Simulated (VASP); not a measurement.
Here is a VASP 6.6.1 calculation.

File INCAR:

```
PREC = Accurate ; ENCUT = 520
EDIFF = 1E-6 ; ISMEAR = 0
SIGMA = 0.1 ; LREAL = False
LASPH = True ; NELM = 150
ALGO = Normal ; ISIF = 2
LWAVE = False ; LCHARG = True
ISPIN = 2 ; MAGMOM = 0 0 0 0 0 1
LORBIT = 11 ; GGA = PE
LELF = True ; LVHAR = True
NBANDS = 46
```

KPOINTS

```
Automatic mesh
0
Gamma
  4 4 4
```

File POSCAR:

```
Cd4InO
1.0
    0.0000000000      4.5371826637      4.5371826637
    4.5371826637      0.0000000000      4.5371826637
    4.5371826637      4.5371826637      0.0000000000
Cd In O
4 1 1
Direct
    0.3619199743      0.3619199743      0.9142400770
    0.3619199743      0.9142400770      0.3619199743
    0.9142400770      0.3619199743      0.3619199743
    0.3619199743      0.3619199743      0.3619199743
    0.0000000000      0.0000000000      0.0000000000
    0.5000000000      0.5000000000      0.5000000000
```

Potentials or basis: VASP PAW PBE potentials, release 64 (Cd, In_d, O).

Command:

```sh
$ cat potpaw_PBE.64/Cd/POTCAR potpaw_PBE.64/In_d/POTCAR potpaw_PBE.64/O/POTCAR > POTCAR
$ mpirun -np 1 vasp_std > vasp.out
```

Question: What does it give for the largest force?

Answer: 0.066 eV/Å.

Question: Predict the pressure.

Answer: 0.4 GPa.

Question: What does it give for the net moment?

Answer: 0.00 μB per cell.

Forces on the atoms (eV/Å):
```
Cd   0.038  0.038 -0.038
Cd   0.038 -0.038  0.038
Cd  -0.038  0.038  0.038
Cd  -0.038 -0.038 -0.038
In   0.000  0.000  0.000
O    0.000  0.000  0.000
```
